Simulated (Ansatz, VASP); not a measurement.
# Two plane-wave programs on SrLiH3

INCAR

```
SYSTEM = SrLiH3
PREC     = Accurate       ! precision mode
ENCUT    = 520            ! plane-wave cutoff, eV
EDIFF    = 1E-7           ! SCF threshold, eV
ISMEAR   = 0              ! smearing method
SIGMA    = 0.05           ! smearing width, eV
LREAL    = .False.        ! projectors in reciprocal space
LASPH    = .True.         ! aspherical terms in the spheres
NELM     = 60             ! most SCF steps
ALGO     = Normal         ! electronic algorithm
ISIF     = 2              ! what is computed and relaxed
LWAVE    = .False.        ! write WAVECAR
LCHARG   = .False.        ! write CHGCAR
GGA      = PE             ! functional
NBANDS   = 16             ! bands
```

KPOINTS

```
Automatic mesh
0
Gamma
  6 6 6
  0 0 0
```

Contents of POSCAR:

```
SrLiH3
1.0
    4.8623305500      0.0000000000      0.0000000000
    0.0000000000      4.8623305500      0.0000000000
    0.0000000000      0.0000000000      4.7465607750
Li Sr H
1 1 3
Direct
    0.0000000000      0.0000000000      0.0000000000
    0.5000000000      0.5000000000      0.5000000000
    0.0000000000      0.5000000000      0.5000000000
    0.5000000000      0.0000000000      0.5000000000
    0.5000000000      0.5000000000      0.0000000000
```

Input for Ansatz:

```yaml
crystal:
  lattice:
    - [4.86233055, 0.0, 0.0]
    - [0.0, 4.86233055, 0.0]
    - [0.0, 0.0, 4.746560775]
  atoms:
    - { symbol: Li, position: [0.0, 0.0, 0.0] }
    - { symbol: Sr, position: [0.5, 0.5, 0.5] }
    - { symbol: H, position: [0.0, 0.5, 0.5] }
    - { symbol: H, position: [0.5, 0.0, 0.5] }
    - { symbol: H, position: [0.5, 0.5, 0.0] }
basis:
  ecutwfc: 420
kpoints:
  mp_grid: { grid: [6, 6, 6] }
hamiltonian:
  xc: pbe
scf:
  occupations: { method: gaussian, width: 0.05 }
output:
  forces: true
  stress: true
  eigenvalues: true
```

Change from the starting cell: strain +0.050 along x and y, +0.025 along z, atoms carried along.

Alike in both runs: task single point; functional PBE; k mesh 6 × 6 × 6; occupations gaussian, width 0.05 eV; no spin polarisation.

|  | VASP | Ansatz |
| --- | --- | --- |
| version | VASP 6.6.1 | Ansatz 0.2.0 |
| potentials or method | VASP PAW PBE potentials, release 64 (Li_sv, Sr_sv, H), cutoff 520 eV | scalar-relativistic, plane waves, PAW |
| valence electrons in the cell | 16 | 16 |

|  | VASP | Ansatz | Ansatz less VASP |
| --- | --- | --- | --- |
| gap on the k mesh at the Fermi level (eV) | 1.88 | 1.88 | +0.002 |
| least direct gap on the mesh (eV) | 2.29 | 2.29 | 0.000 |

Noted on VASP's run: the cutoff is short for stress, so the pressure is rough.
